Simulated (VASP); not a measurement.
A run of VASP 6.6.1 is set up as follows.

File INCAR:

```
PREC = Accurate
ENCUT = 520
EDIFF = 1E-7
ISMEAR = 0
SIGMA = 0.05
LREAL = F
LASPH = T
NELM = 80
ALGO = Normal
ISIF = 2
LWAVE = F
LCHARG = F
GGA = PE
NELECT = 48.0
NBANDS = 36
```

The input KPOINTS:

```
regular mesh
0
Gamma
  6 6 6
```

The input POSCAR:

```
HC12
1.0
   -3.5715485858     -1.7857742929     -1.7857742929
   -1.7857742929     -3.5715485858      1.7857742929
   -3.5715485858      1.7857742929      1.7857742929
C H
12 1
Direct
    0.9166666667      0.6666666667      0.2500000000
    0.5833333333      0.3333333333      0.2500000000
    0.2500000000      0.0000000000      0.2500000000
    0.0833333333      0.3333333333      0.7500000000
    0.7500000000      0.0000000000      0.7500000000
    0.4166666667      0.6666666667      0.7500000000
    0.5416666667      0.6666666667      0.3750000000
    0.2083333333      0.3333333333      0.3750000000
    0.8750000000      0.0000000000      0.3750000000
    0.7083333333      0.3333333333      0.8750000000
    0.3750000000      0.0000000000      0.8750000000
    0.0416666667      0.6666666667      0.8750000000
    0.6041666667      0.6666666667     -0.0625000000
```

Potentials or basis: VASP PAW PBE potentials, release 64 (C, H).

Command:

```sh
$ cat potpaw_PBE.64/C/POTCAR potpaw_PBE.64/H/POTCAR > POTCAR
$ mpirun -np 1 vasp_std > vasp.out
```

Problem. Predict the largest force.

Solution. 2.439 eV/Å.

Forces in eV/Å, atoms in the order of the input:
```
C   -0.353  0.140  0.140
C   -0.551  1.033  0.390
C   -0.551  0.390  1.033
C    0.225 -0.482 -0.969
C    0.225 -0.969 -0.482
C    2.427 -0.171 -0.171
C   -0.629 -0.106 -0.106
C    0.247 -0.182 -0.162
C    0.247 -0.162 -0.182
C   -0.612  1.595 -1.313
C   -0.612 -1.313  1.595
C   -1.080  0.098  0.098
H    1.015  0.130  0.130
```

Caveat: the cell carries a net charge on a neutralising background, which shifts energy and pressure.
